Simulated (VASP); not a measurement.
# TiSi31 (a cell with a defect) in VASP: further runs, part 2 of 2

VASP 6.6.1. Earlier steps stand in the parts before.

## Step 4: Single point, PBEsol, collinear spin

INCAR reads:

```
ALGO = Normal ; EDIFF = 1E-6
ENCUT = 520 ; GGA = PS
ISIF = 2 ; ISMEAR = 0
ISPIN = 2 ; KPAR = 4
LASPH = T ; LCHARG = F
LMAXMIX = 4 ; LORBIT = 11
LREAL = Auto ; LWAVE = F
MAGMOM = 2 0 0 0 0 0 0 0 0 0 0 0 0 0 0 0 0 0 0 0 0 0 0 0 0 0 0 0 0 0 0 0 ; NBANDS = 94
NELECT = 135.0 ; NELM = 150
PREC = Accurate ; SIGMA = 0.02
```

KPOINTS reads:

```
k-points
0
Gamma
  3 3 3
```

POSCAR reads:

```
TiSi31
1.0
   -5.4338341610      5.4338341610     -5.4338341610
    5.4338341610     -5.4338341610     -5.4338341610
   -5.4338341610     -5.4338341610      5.4338341610
Ti Si
1 31
Direct
    0.0006175918      0.4999678163      0.7499980121
    0.7488957897      0.4997155154      0.0025052781
    0.5002967781      0.4998151510      0.2499324361
    0.2528604141      0.2483799098      0.7498803151
    0.2528474248      0.4997009935      0.4985234407
    0.0002338695      0.2484030367      0.0025047404
    0.7474814521      0.2469930292      0.2458203467
    0.5002956872     -0.0002934941      0.7498675059
    0.4962901690      0.2470889449      0.4972211715
    0.2515672176      0.0037672344      0.0011887160
    0.0002906894     -0.0002394126      0.2498886467
    0.7489260440      0.7522537635      0.7498778389
    0.7475826661     -0.0042480002      0.4972135197
    0.5042380649      0.7510372520      0.0012004128
    0.2515252229      0.7510277161      0.2538682292
    0.0002496850      0.7523659125      0.4985619133
    0.2656291264      0.7651671206      0.0152855694
    0.0002044006      0.7509259552      0.2493342585
    0.7490925527      0.7480370771      0.4987471830
    0.4996873689      0.4997093508      0.0010766842
    0.4997129393      0.7508728906      0.7498483029
    0.2514520092      0.4997176991      0.2493269181
    0.0001318307      0.4996349007      0.4845420312
    0.7490419316      0.2485320714     -0.0018703383
    0.7352447998      0.4996238077      0.7498800962
    0.5007520308      0.2515226389      0.2504080612
    0.2485445647      0.2485574364      0.4987120378
    0.0002116862     -0.0008279717      0.0010393290
    0.0002110061      0.2345783644      0.7498516752
    0.7520067928      0.0002532896      0.2504074014
    0.5007622303      0.0002464096      0.5015820044
    0.2514967776     -0.0008217353      0.7498582979
```

Launch:

```sh
$ cat potpaw_PBE.64/Ti_sv/POTCAR potpaw_PBE.64/Si/POTCAR > POTCAR
$ mpirun -np 4 vasp_std > vasp.out
```

It took 10 min on 4 MPI ranks of Intel Xeon 6975P-C (Granite Rapids), shared host; peak memory 1.6 GiB.

Results (log left out):

| Quantity | Value |
| --- | --- |
| Free energy | -189.6687 eV |
| Largest force | 0.008 eV/Å |
| Net moment | 0.00 μB per cell |
| Valence electrons inside the program's atomic spheres | Ti 10.23; Si 1.68, 1.69, 1.73 (each value once) |

Forces in eV/Å, atoms in the order of the input:
```
Ti  -0.003  0.002  0.001
Si   0.001  0.002 -0.001
Si   0.002  0.000  0.001
Si   0.002 -0.001 -0.001
Si   0.000 -0.004  0.002
Si   0.002  0.002 -0.002
Si  -0.003 -0.003 -0.001
Si   0.002 -0.001  0.001
Si  -0.003  0.000  0.000
Si   0.000  0.001  0.001
Si   0.001 -0.002  0.001
Si  -0.002  0.001  0.000
Si   0.000 -0.002 -0.002
Si   0.002  0.000  0.001
Si   0.001  0.002 -0.002
Si  -0.002 -0.001  0.003
Si   0.002  0.004  0.004
Si  -0.002  0.001  0.000
Si  -0.001  0.000 -0.002
Si   0.003  0.004 -0.004
Si  -0.001  0.001  0.001
Si   0.001  0.000  0.000
Si  -0.004 -0.005  0.003
Si  -0.002  0.000 -0.001
Si   0.000  0.001 -0.003
Si  -0.002  0.002  0.001
Si  -0.001  0.000 -0.001
Si   0.001  0.001 -0.002
Si   0.003 -0.004 -0.002
Si   0.000  0.000  0.001
Si   0.002  0.002 -0.002
Si   0.003 -0.001  0.001
```

Levels at points of the mesh, in eV from the Fermi level:
Spin up:
```
           k point  band 64  band 65  band 66  band 67  band 68  band 69  band 70  band 71
(0.00, 0.00, 0.00)    -0.62    -0.62     0.04     0.04     0.04     0.39     0.39     1.03
```
Spin down:
| k point | band 65 | band 66 | band 67 | band 68 | band 69 | band 70 |
| --- | --- | --- | --- | --- | --- | --- |
| (0.00, 0.00, 0.00) | -0.62 | 0.04 | 0.04 | 0.04 | 0.39 | 0.39 |

Caveat: the cell carries a net charge on a neutralising background, which shifts energy and pressure; the cell is charged against a uniform background, so pressure and absolute levels hang on convention; the PAW data sets were made with another functional, which shifts forces and pressure a little.

## Step 5: Single point, PBEsol, collinear spin

INCAR reads:

```
SYSTEM = TiSi31
ALGO = Normal
EDIFF = 1E-6
ENCUT = 520
GGA = PS
ISIF = 2
ISMEAR = 0
ISPIN = 2
KPAR = 4
LASPH = .TRUE.
LCHARG = .TRUE.
LMAXMIX = 4
LORBIT = 11
LREAL = Auto
LVHAR = .TRUE.
LWAVE = .FALSE.
MAGMOM = 2 0 0 0 0 0 0 0 0 0 0 0 0 0 0 0 0 0 0 0 0 0 0 0 0 0 0 0 0 0 0 0
NBANDS = 94
NELECT = 137.0
NELM = 150
PREC = Accurate
SIGMA = 0.02
```

KPOINTS reads:

```
k-points
0
G
  3 3 3
  0 0 0
```

POSCAR reads:

```
TiSi31
1.0
   -5.4338341610      5.4338341610     -5.4338341610
    5.4338341610     -5.4338341610     -5.4338341610
   -5.4338341610     -5.4338341610      5.4338341610
Ti Si
1 31
Direct
    0.0003850762      0.4998319573      0.7498932927
    0.7480191986      0.4997786549      0.0016728152
    0.5003524776      0.4998803279      0.2499952108
    0.2519690949      0.2474834847      0.7498558760
    0.2518702480      0.4997812878      0.4977212934
    0.0002514359      0.2475969860      0.0015623266
    0.7484772498      0.2478969543      0.2459085181
    0.5003474164     -0.0003305404      0.7498102250
    0.4963626886      0.2480224939      0.4981440834
    0.2524832259      0.0037849768      0.0021132819
    0.0002999535     -0.0002529300      0.2498661572
    0.7481040217      0.7512140742      0.7498424205
    0.7486267003     -0.0040153008      0.4982742820
    0.5040259744      0.7518638577      0.0020166920
    0.2523762457      0.7517777073      0.2536161021
    0.0002747422      0.7514477609      0.4977534302
    0.2628444478      0.7625112800      0.0124734773
    0.0003068470      0.7511721172      0.2489032980
    0.7489136501      0.7474133533      0.4985676448
    0.4991495632      0.4997217714      0.0013266814
    0.4992835455      0.7510764754      0.7498842474
    0.2516811507      0.4996887806      0.2488509290
    0.0000745806      0.4996385958      0.4871533244
    0.7487993822      0.2483116065     -0.0025832321
    0.7377135338      0.4995174166      0.7499477210
    0.5013334296      0.2523165235      0.2509450974
    0.2478384798      0.2483801253      0.4984595577
    0.0001611494     -0.0013237182      0.0012043265
    0.0003716116      0.2372547667      0.7499351544
    0.7526884853      0.0006652799      0.2508993322
    0.5012024337      0.0006887520      0.5021882511
    0.2517927735     -0.0013302050      0.7498802178
```

Launch:

```sh
$ cat potpaw_PBE.64/Ti_sv/POTCAR potpaw_PBE.64/Si/POTCAR > POTCAR
$ mpirun -np 4 vasp_std > vasp.out
```

It took 11 min on 4 MPI ranks of Intel Xeon 6975P-C (Granite Rapids), shared host; peak memory 1.7 GiB.

Results (log left out):

| Quantity | Value |
| --- | --- |
| Free energy | -177.9440 eV |
| Largest force | 0.006 eV/Å |
| Net moment | 0.85 μB per cell |
| Site moments | Ti +0.41; Si +0.00, -0.00, -0.01 (each value once) μB |
| Valence electrons inside the program's atomic spheres | Ti 10.32; Si 1.70, 1.71, 1.69, 1.75 (each value once) |

Forces on the atoms (eV/Å):
```
Ti   0.002 -0.003  0.004
Si  -0.002  0.005 -0.003
Si   0.002 -0.001  0.002
Si   0.003 -0.002 -0.001
Si  -0.002 -0.001  0.003
Si   0.004  0.001 -0.001
Si  -0.003 -0.004  0.002
Si   0.002 -0.003  0.003
Si  -0.003  0.000 -0.002
Si   0.002  0.003  0.003
Si   0.001 -0.002  0.002
Si  -0.003  0.002  0.003
Si   0.000 -0.001 -0.002
Si  -0.001  0.000  0.001
Si   0.003 -0.002 -0.002
Si  -0.002  0.000  0.001
Si  -0.002  0.003  0.002
Si   0.003  0.000 -0.002
Si   0.000  0.001 -0.001
Si   0.003  0.001  0.000
Si   0.001  0.001 -0.002
Si   0.000 -0.001  0.000
Si  -0.002  0.000 -0.002
Si   0.001  0.002 -0.003
Si   0.003  0.000 -0.005
Si  -0.004  0.003  0.001
Si   0.000 -0.001  0.002
Si  -0.003  0.000 -0.002
Si   0.000 -0.001 -0.001
Si   0.001  0.001 -0.001
Si  -0.001  0.000  0.000
Si  -0.001 -0.001  0.002
```

Levels at points of the mesh, in eV from the Fermi level:
Spin up:
| k point | band 66 | band 67 | band 68 | band 69 | band 70 | band 71 | band 72 | band 73 |
| --- | --- | --- | --- | --- | --- | --- | --- | --- |
| (0.00, 0.00, 0.00) | -0.75 | -0.75 | -0.74 | -0.42 | -0.42 | 0.16 | 0.16 | 0.16 |
Spin down:
```csv
k point,band 64,band 65,band 66,band 67,band 68,band 69,band 70,band 71,band 72,band 73
"(0.00, 0.00, 0.00)",-1.31,-1.31,-0.69,-0.69,-0.69,-0.23,-0.23,0.18,0.18,0.18
```

Caveat: the cell carries a net charge on a neutralising background, which shifts energy and pressure; the cell is charged against a uniform background, so pressure and absolute levels hang on convention; the PAW data sets were made with another functional, which shifts forces and pressure a little.
